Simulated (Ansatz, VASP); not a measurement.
**HgTe: VASP beside Ansatz**

Contents of INCAR:

```
SYSTEM = HgTe
ALGO = Normal
EDIFF = 1E-6
EDIFFG = -0.02
ENCUT = 600
GGA = PE
IBRION = 2
ISIF = 3
ISMEAR = -1
LASPH = .TRUE.
LCHARG = .FALSE.
LREAL = .FALSE.
LWAVE = .FALSE.
NELM = 60
NSW = 80
PREC = Accurate
SIGMA = 0.05
```

Contents of KPOINTS:

```
k-points
0
G
  7 7 7
  0 0 0
```

POSCAR

```
HgTe
1.0
   -3.0456030000      3.0456030000      1.5594100000
    3.0456030000     -3.0456030000      1.5594100000
    3.0456030000      3.0456030000     -1.5594100000
Hg Te
1 1
Direct
    0.7500000000      0.2500000000      0.5000000000
    0.0000000000      0.0000000000      0.0000000000
```

File input.yaml:

```yaml
crystal:
  lattice:
    - [-3.045603, 3.045603, 1.55941]
    - [3.045603, -3.045603, 1.55941]
    - [3.045603, 3.045603, -1.55941]
  atoms:
    - { symbol: Hg, position: [0.75, 0.25, 0.5] }
    - { symbol: Te, position: [0.0, 0.0, 0.0] }
kpoints:
  mp_grid: { grid: [7, 7, 7] }
scf:
  occupations: { method: fermi_dirac, width: 0.05 }
hamiltonian:
  xc: pbe
  pseudopotentials: { kind: all_electron, lapw: { basis_error: 0.001 } }
output:
  forces: true
  stress: true
relax:
  f_tol: 0.02
  max_steps: 60
  cell: {}
```

Alike in both runs: task relaxation of cell and atoms; functional PBE; k mesh 7 × 7 × 7; occupations fermi-dirac, width 0.05 eV; no spin polarisation.

|  | VASP | Ansatz |
| --- | --- | --- |
| version | VASP 6.6.1 | Ansatz 0.2.0 |
| potentials or method | VASP PAW PBE potentials, release 64 (Hg, Te), cutoff 600 eV | all-electron LAPW, scalar-relativistic |

Ansatz gave:

| Item | Value |
| --- | --- |
| gap on the k mesh at the Fermi level, each at its own relaxed structure (eV) | none |
| relaxed volume (Å³/atom) | 28.96 |
| relaxed cell length with the largest relative difference (Å) | 4.627 |

**Question.** Which values does VASP return?

**Answer.** gap on the k mesh at the Fermi level, each at its own relaxed structure (eV): none; relaxed volume (Å³/atom): 29.08; relaxed cell length with the largest relative difference (Å): 4.633.

A gap of «none» marks a metal or a gap that the smearing closes. Ansatz ran all-electron here, and VASP with PAW potentials.

Spin-orbit coupling is off throughout. Noted on Ansatz's run: the k mesh is thin for a metal, which can move the energy by tens of meV per atom.
